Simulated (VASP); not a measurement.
# Ta (Cmcm) in VASP: notebook

The runs below take Ta through single point, with PBEsol.

Everything below comes from runs of VASP 6.6.1. Logs are shortened: lines on timing, memory, paths and dates and some standing lists are left out, and cuts for length are marked.

**1. The cell of the first run**

It takes space group Cmcm (No. 63, orthorhombic). Conventional cell: a = 3.281 Å, b = 4.639 Å, c = 4.639 Å, α = 90.00°, β = 90.00°, γ = 90.00°. Ta (site symmetry m2m) has 14 Ta at 2.84 to 3.35 Å within 3.7 Å.

**2. Single point, PBEsol (atoms displaced along a vibrational mode)**

The input, INCAR:

```
PREC = Accurate
ENCUT = 520
EDIFF = 1E-6
ISMEAR = 0
SIGMA = 0.15
LREAL = F
LASPH = T
NELM = 100
ALGO = Fast
ISIF = 2
LWAVE = F
LCHARG = T
GGA = PS
LELF = T
LVHAR = T
NBANDS = 18
```

The input, KPOINTS:

```
regular mesh
0
Gamma
  22 22 14
```

The input, POSCAR:

```
Ta
1.0
   -1.6402597622      1.6402597622      1.6402597622
    1.6402597622     -1.6402597622      1.6402597622
    3.2805195245      3.2805195245      0.0000000000
Ta
2
Direct
    0.0107773597     -0.0107773597      0.0000000000
    0.4892226403      0.5107773597      0.5000000000
```

Potentials or basis: VASP PAW PBE potentials, release 64 (Ta_pv).

Run with:

```console
cat potpaw_PBE.64/Ta_pv/POTCAR > POTCAR
mpirun -np 1 vasp_std > vasp.out
```

OUTCAR:

```text
PREC = Accurate
   ENCUT = 520
   EDIFF = 1E-6
   ISMEAR = 0
   LREAL = F
   LASPH = T
   NELM = 100
   ISIF = 2
   GGA = PS

 ion  position               nearest neighbor table
   1  0.011  0.989  0.000-   2 2.84   2 2.84   2 2.84   2 2.84   2 3.21   2 3.21   2 3.35   2 3.35

   2  0.489  0.511  0.500-   1 2.84   1 2.84   1 2.84   1 2.84   1 3.21   1 3.21   1 3.35   1 3.35

  LATTYP: Found a base centered orthorhombic cell.
 ALAT       =     3.2805195244
 B/A-ratio  =     1.4142135624
 C/A-ratio  =     1.4142135624

  Lattice vectors:

 A1 = (  -1.6402597622,   1.6402597622,   1.6402597622)
 A2 = (   1.6402597622,  -1.6402597622,   1.6402597622)
 A3 = (   3.2805195245,   3.2805195245,   0.0000000000)

Analysis of symmetry for initial positions (statically):
=====================================================================
 Subroutine PRICEL returns:
 Original cell was already a primitive cell.

 Routine SETGRP: Setting up the symmetry group for a
 base centered orthorhombic supercell.

 Subroutine GETGRP returns: Found  8 space group operations
 (whereof  4 operations were pure point group operations)
 out of a pool of  8 trial point group operations.

The static configuration has the point symmetry C_2v.
 The point group associated with its full space group is D_2h.

Analysis of symmetry for dynamics (positions and initial velocities):
=====================================================================
 Subroutine PRICEL returns:
 Original cell was already a primitive cell.

 Routine SETGRP: Setting up the symmetry group for a
 base centered orthorhombic supercell.

 Subroutine GETGRP returns: Found  8 space group operations
 (whereof  4 operations were pure point group operations)
 out of a pool of  8 trial point group operations.

The dynamic configuration has the point symmetry C_2v.
 The point group associated with its full space group is D_2h.

 Subroutine INISYM returns: Found  8 space group operations
 (whereof  4 operations are pure point group operations),
 and found     1 'primitive' translations

----------------------------------------------------------------------------------------

                                     Primitive cell

  volume of cell :      35.3043

  direct lattice vectors                    reciprocal lattice vectors
    -1.640259762  1.640259762  1.640259762    -0.152414883  0.152414883  0.304829766
[... 84 lines left out ...]
   ENCUT  =  520.0 eV  38.22 Ry    6.18 a.u.   5.28  5.28  8.63*2*pi/ulx,y,z
   NELM   =    100;   NELMIN=  2; NELMDL= -5     # of ELM steps
   EDIFF  = 0.1E-05   stopping-criterion for ELM
   LREAL  =      F    real-space projection
   EDIFFG = 0.1E-04   stopping-criterion for IOM
   NSW    =      0    number of steps for IOM
   IBRION =     -1    ionic relax: 0-MD 1-quasi-New 2-CG
   NFREE  =      0    steps in history (QN), initial steepest desc. (CG)
   ISIF   =      2    stress and relaxation
   ISYM   =      2    0-nonsym 1-usesym 2-fastsym
   POTIM  = 0.5000    time-step for ionic-motion
   TEBEG  =    0.0;   TEEND  =   0.0 temperature during run
   PSTRESS=    0.0 pullay stress
   NELECT =      22.0000    total number of electrons
   NUPDOWN=      -1.0000    fix difference up-down
   EMIN   =  10.00;   EMAX   =-10.00  energy-range for DOS
   EFERMI =   0.00;   METHOD = LEGACY
   ISMEAR =     0;   SIGMA  =   0.15  broadening in eV -4-tet -1-fermi 0-gaus
   EFERMI_NEDOS =   21; number of points for ismear=-14 and -15
   IALGO  =     68    algorithm
   IMIX   =      4    mixing-type and parameters
     AMIX     =   0.40;   BMIX     =  1.00
     AMIX_MAG =   1.60;   BMIX_MAG =  1.00
  volume/ion in A,a.u.               =      17.65       119.12
  Fermi-wavevector in a.u.,A,eV,Ry     =   1.398320  2.642441 26.603439  1.955298
  Thomas-Fermi vector in A             =   2.521489
   LORBIT       =      0    0 simple, 1 ext, 2 COOP (PROOUT), +10 PAW based schemes
   GGA     = PS    functional components
   LHFCALC =     F    Hartree Fock is set to
   AEXX    =    0.0000 exact exchange contribution
   IVDW    =     0    specifies the selected vdW correction
   LEPSILON=     F    determine dielectric tensor
   LRPA    =     F    only Hartree local field effects (RPA)
 non-spin polarized calculation
 RMM-DIIS sequential band-by-band and
 Gauss-broadening in eV      SIGMA  =   0.15
  energy-cutoff  :      520.00
  volume of cell :       35.30
 maximum number of plane-waves:       970
 NGX is ok and might be reduce to    24
   NGX = 11   NGY = 11   NGZ = 17

 number of electron      22.0000003 magnetization

 Free energy of the ion-electron system (eV)
  ---------------------------------------------------
  ext. energy  EPLUGINS =         0.00000000
  ---------------------------------------------------
  free energy    TOTEN  =       -25.10198146 eV

  energy without entropy =      -25.07206325  energy(sigma->0) =      -25.08702235

 E-fermi :   5.4958     XC(G=0): -12.8318

 val. band max:        5.4948533912   @ k =   0.3182   0.1818   0.2143
 cond. band min:       5.4962959400   @ k =  -0.3636   0.3182   0.0000
 fundamental gap:      0.0014425488
 Fermi energy:         5.4958314612

 k-point     1 :       0.0000    0.0000    0.0000
  band No.  band energies     occupation
      1     -28.7203      2.00000
      2     -27.8652      2.00000
      3     -27.4727      2.00000
      4     -27.4629      2.00000
      5     -27.4599      2.00000
      6     -27.4588      2.00000
[... 481 lines left out ...]
      5     -27.6325      2.00000
      6     -27.5768      2.00000
[... 10 lines left out ...]
     17      12.8347      0.00000
     18      15.2465      0.00000

 [... further k-points ...]

------------------------ aborting loop because EDIFF is reached ----------------------------------------

  FORCE on cell =-STRESS in cart. coord.  units (eV):
  Direction    XX          YY          ZZ          XY          YZ          ZX
  --------------------------------------------------------------------------------------
  -------------------------------------------------------------------------------------
  Total        0.1261397      0.1261397      0.1369340     -0.0056913      0.0000000     -0.0000000
  in kB        5.7244609      5.7244609      6.2143268     -0.2582801      0.0000000     -0.0000000
  external PRESSURE =       5.8877495 kB  Pullay stress =       0.0000000 kB

 VOLUME and BASIS-vectors are now :
 -----------------------------------------------------------------------------
  energy-cutoff  :      520.00
  volume of cell :       35.30
      direct lattice vectors                 reciprocal lattice vectors
    -1.640259762  1.640259762  1.640259762    -0.152414883  0.152414883  0.304829766
     1.640259762 -1.640259762  1.640259762     0.152414883 -0.152414883  0.304829766
     3.280519524  3.280519524  0.000000000     0.152414883  0.152414883  0.000000000

 POSITION                                       TOTAL-FORCE (eV/Angst)
 -----------------------------------------------------------------------------------
      1.60490     -1.60490      1.64026         0.201843     -0.201843      0.000000
      1.67562      1.60490      1.64026        -0.201843      0.201843      0.000000
 -----------------------------------------------------------------------------------
    total drift:                                0.000000      0.000000      0.000000

  FREE ENERGIE OF THE ION-ELECTRON SYSTEM (eV)
  ---------------------------------------------------
  free  energy   TOTEN  =       -25.1019814589 eV

  energy  without entropy=      -25.0720632457  energy(sigma->0) =      -25.08702235
```

stdout:

```text
POSCAR found type information on POSCAR Ta
 POSCAR found :  1 types and       2 ions
 scaLAPACK will be used
 -----------------------------------------------------------------------------
|                                                                             |
|                                                                             |
|     You enforced a specific xc type in the INCAR file but a different       |
|     I HOPE YOU KNOW WHAT YOU ARE DOING!                                     |
|                                                                             |
 -----------------------------------------------------------------------------

 LDA part: xc-table for (Slater+PW92), standard interpolation
 POSCAR, INCAR and KPOINTS ok, starting setup
 FFT: planning ... GRIDC
 FFT: planning ... GRID_SOFT
 FFT: planning ... GRID
 WAVECAR not read
 entering main loop
WARNING in EDDRMM: call to ZHEGV failed, returncode =   8  4     14
WARNING in EDDRMM: call to ZHEGV failed, returncode =   8  4     17
```

Wall time 7.8 min (1 thread of Oxide Virtual Turin-like, shared host); peak memory 0.58 GiB.

What came out:

```
Free energy            : -25.1020 eV
Pressure               : 0.6 GPa
Largest force          : 0.285 eV/Å
Band gap on the k mesh : zero (bands 11 and 12 overlap by 3.10 eV)
```

Forces on the atoms (eV/Å):
```
Ta   0.202 -0.202  0.000
Ta  -0.202  0.202  0.000
```

Levels at points of the mesh, in eV from the Fermi level:
```tsv
k point	band 7	band 8	band 9	band 10	band 11	band 12	band 13	band 14	band 15	band 16
(0.00, 0.00, 0.00)	-8.02	-4.49	-1.62	0.69	0.73	0.73	1.70	3.92	4.01	4.03
(0.50, 0.00, 0.00)	-3.21	-3.16	-1.72	-1.25	-0.75	-0.34	3.18	4.17	4.85	4.96
(0.50, 0.50, 0.00)	-4.48	-3.94	-3.93	-1.62	1.67	3.92	4.85	6.99	7.01	7.03
(0.00, 0.00, 0.50)	-5.68	-5.68	-0.63	-0.63	-0.12	-0.12	3.34	3.34	3.41	3.41
(0.50, 0.00, 0.50)	-4.49	-4.49	-1.62	-1.62	1.69	1.69	3.92	3.92	5.00	5.00
(0.50, 0.50, 0.50)	-3.08	-3.08	-1.93	-1.93	1.12	1.12	1.77	1.77	7.47	7.47
```

Caveat: the cell differs from its parent crystal (atoms displaced along a vibrational mode); the PAW data sets were made with another functional, which shifts forces and pressure a little; spin-orbit coupling is left out, which moves the levels of the heavy elements.

[end of part 1 of 2]
